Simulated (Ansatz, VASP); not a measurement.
Two plane-wave programs on BeS

```
Be S
1.0
     0.00000    2.62178    2.45899
     2.45899    0.00000    2.45899
     2.45899    2.62178    0.00000
Be S
1 1
Direct
  0.00000 0.00000 0.00000
  0.75000 0.75000 0.75000
```

Alike in both runs: task single point; functional PBEsol; k mesh 10 × 10 × 10; occupations gaussian, width 0.05 eV; no spin polarisation.

|  | VASP | Ansatz |
| --- | --- | --- |
| version | VASP 6.6.1 | Ansatz 0.2.0 |
| potentials or method | VASP PAW PBE potentials, release 64 (Be, S), cutoff 520 eV | scalar-relativistic, plane waves, PAW |
| valence electrons in the cell | 8 | 8 |

|  | VASP | Ansatz | Ansatz less VASP |
| --- | --- | --- | --- |
| gap on the k mesh at the Fermi level (eV) | 2.89 | 2.88 | -0.003 |
| least direct gap on the mesh (eV) | 4.72 | 4.71 | -0.002 |
| pressure (GPa) | -8.8 | -8.9 | -0.13 |
| traceless stress, the component that is largest in VASP (GPa) | -4.14 | -4.15 | -0.017 |

VASP's potentials were made for PBE, not for PBEsol. The functional is the same, so the differences come from potentials, cutoffs and numerics.
